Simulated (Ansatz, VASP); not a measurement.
Al in VASP and in Ansatz

```
Al
1.0
     2.83397    0.00000    0.00000
    -1.41698    2.45429    0.00000
     0.00000    0.00000   13.99989
Al
6
Direct
  0.00000 0.00000 0.00000
  0.33333 0.66667 0.16743
  0.66667 0.33333 0.33257
  0.00000 0.00000 0.50000
  0.66667 0.33333 0.66743
  0.33333 0.66667 0.83257
```

Alike in both runs: functional PBEsol; k mesh 18 × 18 × 4; occupations gaussian, width 0.1 eV; no spin polarisation.

Ansatz relaxed the structure, and its values are those at the end. VASP's run is a single point on that final structure, the one shown.

|  | VASP | Ansatz |
| --- | --- | --- |
| version | VASP 6.6.1 | Ansatz 0.2.0 |
| potentials or method | VASP PAW PBE potentials, release 64 (Al), cutoff 520 eV | scalar-relativistic, plane waves, PAW |
| valence electrons in the cell | 18 | 18 |

|  | VASP | Ansatz | Ansatz less VASP |
| --- | --- | --- | --- |
| gap on the k mesh at the Fermi level (eV) | none | none | - |
| pressure (GPa) | 0.1 | 0.0 | -0.06 |

VASP's potentials were made for PBE, not for PBEsol. A gap of «none» marks a metal or a gap that the smearing closes. The functional is the same, so the differences come from potentials, cutoffs and numerics.
